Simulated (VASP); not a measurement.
A run of VASP 6.6.1:

The input INCAR:

```
SYSTEM = Cd
  PREC = Accurate
  ENCUT = 520
  EDIFF = 1E-6
  ISMEAR = -1
  SIGMA = 0.1
  LREAL = .FALSE.
  LASPH = .TRUE.
  NELM = 60
  ALGO = Normal
  ISIF = 2
  LWAVE = .FALSE.
  LCHARG = .FALSE.
  GGA = PE
  NBANDS = 19
```

The input KPOINTS:

```
Automatic mesh
0
G
  9 9 4
  0 0 0
```

POSCAR

```
Cd
1.0
    2.9788700000      0.0000000000      0.0000000000
   -1.4894350000      2.5797770000      0.0000000000
    0.0000000000      0.0000000000      5.6176500000
Cd
2
Direct
    0.3333333333      0.6666666667      0.2500000000
    0.6666666667      0.3333333333      0.7500000000
```

Potentials or basis: VASP PAW PBE potentials, release 64 (Cd).

Launch:

```bash
$ cat potpaw_PBE.64/Cd/POTCAR > POTCAR
$ mpirun -np 1 vasp_std > vasp.out
```

Hardware: 1 thread of Intel(R) Xeon(R) Platinum 8559C (Emerald Rapids) (shared host).

Task: Estimate the wall time of this run.

Result: It took 12 s on 1 thread of Intel(R) Xeon(R) Platinum 8559C (Emerald Rapids), with other jobs on the host, peak memory 0.16 GiB. Counts: scf iterations 11, k points 36.
